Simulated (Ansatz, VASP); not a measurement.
**CaO in VASP and in Ansatz**

```xyz
4
Lattice="3.2522 0.0000 0.0000 -1.6261 2.8165 0.0000 0.0000 0.0000 5.6956" Properties=species:S:1:pos:R:3 pbc="T T T"
Ca    0.0000    0.0000    0.0000
Ca    0.0000    0.0000    2.8478
O     0.0000    1.8776    1.4239
O     1.6261    0.9388    4.2717
```

Alike in both runs: task single point; functional r2SCAN; k mesh 9 × 9 × 4; no spin polarisation.

|  | VASP | Ansatz |
| --- | --- | --- |
| version | VASP 6.6.1 | Ansatz 0.2.0 |
| potentials or method | VASP PAW PBE potentials, release 64 (Ca_sv, O) | plane waves, PAW |
| plane-wave cutoff (eV) | 520 | 500 |
| occupations | gaussian, width 0.01 eV | fixed |
| valence electrons in the cell | 32 | 32 |

|  | VASP | Ansatz | Ansatz less VASP |
| --- | --- | --- | --- |
| gap on the k mesh at the Fermi level (eV) | 4.47 | 4.48 | +0.006 |
| pressure (GPa) | 9.3 | 8.0 | -1.34 |
| traceless stress, the component that is largest in VASP (GPa) | 0.64 | 0.46 | -0.183 |

VASP's potentials were made for PBE, not for r2SCAN.
